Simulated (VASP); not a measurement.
Runs of VASP 6.6.1 on CsBe3Ag. The structure is that of space group Pm-3m (No. 221), or close to it. The cells are those of the table. The cell was generated, and may not be a known phase.

```tsv
task	cell	k mesh	cutoff (eV)	smearing	gap on the mesh (eV)	pressure (GPa)	relaxed volume (Å³/atom)
single point	a = 4.696 Å, 5 atoms	4 × 4 × 4	520	gaussian 0.1 eV	0.44	(b)	-
relaxation of cell and atoms	relaxed from a = 4.720 Å, 5 atoms	8 × 8 × 8	600	gaussian 0.1 eV	none	0.1	-
single point	a = 4.319 Å, 5 atoms	4 × 4 × 4	520	gaussian 0.1 eV	-	20.8	-
single point	a = 4.720 Å, 5 atoms	8 × 8 × 8	520	gaussian 0.1 eV	none	0.0	-
relaxation of cell and atoms	relaxed from a = 4.696 Å, 5 atoms	8 × 8 × 8	600	gaussian 0.02 eV	none	0.0	(a)
relaxation of cell and atoms	relaxed from a = 4.319 Å, 5 atoms	4 × 4 × 4	600	gaussian 0.1 eV	0.43	0.1	20.83
single point	a = 4.720 Å, 5 atoms	8 × 8 × 8	520	gaussian 0.02 eV	none	0.0	-
```

Alike in all rows: level PBE; potentials or basis VASP PAW PBE potentials, release 64 (Cs_sv, Be, Ag); no spin polarisation.

Problem. Fill in the values left out.

Solution. (a) 21.05; (b) 0.4.

Caveats: some runs use coarse meshes; spin-orbit coupling is left out, which moves the levels of the heavy elements; the relaxation stopped at its first step, so nothing moved (at least some runs); the volume moved by over 15 % at a fixed basis, so the end points are rough (at least some runs).

A k mesh can miss the band edges, and the runs leave out spin-orbit coupling on Ag, Cs.

A gap of «none» marks levels without a gap at the run's occupations.
